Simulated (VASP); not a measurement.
A run of VASP 6.6.1:

Contents of POSCAR:

```
WC
1.0
    3.1009230000      0.0000000000      0.0000000000
    1.5504615000      2.6854780932      0.0000000000
    1.5504615000      0.8951593644      2.5318930272
W C
1 1
Direct
    0.0000000000      0.0000000000      0.0000000000
    0.5000000000      0.5000000000      0.5000000000
```

The input INCAR.step1:

```
SYSTEM = WC
ALGO     = Normal         ! electronic algorithm
EDIFF    = 1E-5           ! SCF threshold, eV
ENCUT    = 660            ! plane-wave cutoff, eV
GGA      = PE             ! functional
GGA_COMPAT= .False.      
ISMEAR   = -1             ! smearing method
LASPH    = .True.         ! aspherical terms in the spheres
LCHARG   = .False.        ! write CHGCAR
LREAL    = .False.        ! projectors in reciprocal space
LWAVE    = .True.         ! write WAVECAR
NBANDS   = 16             ! bands
NELM     = 120            ! most SCF steps
PREC     = Accurate       ! precision mode
SIGMA    = 0.1            ! smearing width, eV
```

The input INCAR.step2:

```
SYSTEM = WC
ALGO     = Normal         ! electronic algorithm
EDIFF    = 1E-6           ! SCF threshold, eV
ENCUT    = 660            ! plane-wave cutoff, eV
GGA_COMPAT= .False.      
ISIF     = 2              ! what is computed and relaxed
ISMEAR   = -1             ! smearing method
ISTART   = 1            
LASPH    = .True.         ! aspherical terms in the spheres
LCHARG   = .True.         ! write CHGCAR
LELF     = .True.         ! ELF
LMIXTAU  = .True.       
LREAL    = .False.        ! projectors in reciprocal space
LVHAR    = .True.       
LWAVE    = .False.        ! write WAVECAR
METAGGA  = R2SCAN         ! meta-GGA
NBANDS   = 16             ! bands
NELM     = 120            ! most SCF steps
PREC     = Accurate       ! precision mode
SIGMA    = 0.1            ! smearing width, eV
```

Contents of KPOINTS:

```
k-points
0
Gamma
  12 12 12
  0 0 0
```

Potentials or basis: VASP PAW PBE potentials, release 64 (W_sv, C).

The run is started by

```sh
$ cat potpaw_PBE.64/W_sv/POTCAR potpaw_PBE.64/C/POTCAR > POTCAR
$ cp INCAR.step1 INCAR
$ mpirun -np 1 vasp_std > vasp.out
$ cp INCAR.step2 INCAR
$ mpirun -np 1 vasp_std > vasp.out
```

Hardware: 1 thread of AMD EPYC 9R45 96-Core Processor (Zen 5), on a shared host.

Problem. Estimate the wall time of this run.

Solution. Wall time 100 s on 1 thread of AMD EPYC 9R45 96-Core Processor (Zen 5), on a shared host, peak memory 0.16 GiB. Counts: k points 72.
